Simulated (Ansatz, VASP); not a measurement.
**One calculation of NaCl, two programs**

```xyz
2
Lattice="0.0000 2.7941 2.7941 2.7941 0.0000 2.7941 2.7941 2.7941 0.0000" Properties=species:S:1:pos:R:3 pbc="T T T"
Cl    2.7941    2.7941    2.7941
Na    0.0000    0.0000    0.0000
```

Alike in both runs: task relaxation of cell and atoms; functional LDA; k mesh 8 × 8 × 8; occupations fermi-dirac, width 0.05 eV; no spin polarisation.

```csv
,VASP,Ansatz
version,VASP 6.6.1,Ansatz 0.2.0
potentials or method,"VASP PAW LDA potentials, release 64 (Cl, Na_pv)",Ansatz PAW
plane-wave cutoff (eV),600,420
valence electrons in the cell,14,16
```

Ansatz gave:

| Quantity | Value |
| --- | --- |
| relaxed volume (Å³/atom) | 20.39 |
| relaxed cell length with the largest relative difference (Å) | 3.864 |

Problem. Which values does VASP return?

Solution. Relaxed volume (Å³/atom): 20.37; relaxed cell length with the largest relative difference (Å): 3.863.

LDA's correlation is that of Perdew and Zunger in VASP and of Perdew and Wang (1992) in Ansatz. VASP's potentials hold 14 valence electrons a cell and Ansatz's 16, so a difference there can come from the potentials and not from the codes.

Noted on Ansatz's run: the plane-wave basis is chosen anew once the cell has moved, so the energies of steps on either side of that aren't comparable.
